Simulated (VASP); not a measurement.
A run of VASP 6.6.1 is set up as follows.

INCAR

```
ALGO = Normal ; EDIFF = 1E-6
ENCUT = 520 ; GGA = PE
ISIF = 2 ; ISMEAR = -1
LASPH = T ; LCHARG = F
LREAL = F ; LWAVE = F
NBANDS = 30 ; NELM = 80
PREC = Accurate ; SIGMA = 0.05
```

Contents of KPOINTS:

```
k-points
0
Gamma
  12 12 4
```

File POSCAR:

```
Sc
1.0
    2.4383213020      0.0000000000      0.0000000000
   -1.2191606510      2.1116481901      0.0000000000
    0.0000000000      0.0000000000      7.6542841796
Sc
4
Direct
    0.0000000000      0.0000000000      0.0000000000
    0.0000000000      0.0000000000      0.5000000000
    0.3333333333      0.6666666667      0.2500000000
    0.6666666667      0.3333333333      0.7500000000
```

Potentials or basis: VASP PAW PBE potentials, release 64 (Sc_sv).

Launch:

```console
$ cat potpaw_PBE.64/Sc_sv/POTCAR > POTCAR
$ mpirun -np 1 vasp_std > vasp.out
```

What does it give for the band gap on the k mesh?

Zero (band 22 reaches 13.02 eV, above the bottom of band 23 at 10.80 eV).

Estimate the pressure.

174.4 GPa.

Stress tensor (GPa, compression positive):
```
174.20   0.00   0.00
  0.00 174.20   0.00
  0.00   0.00 174.89
```
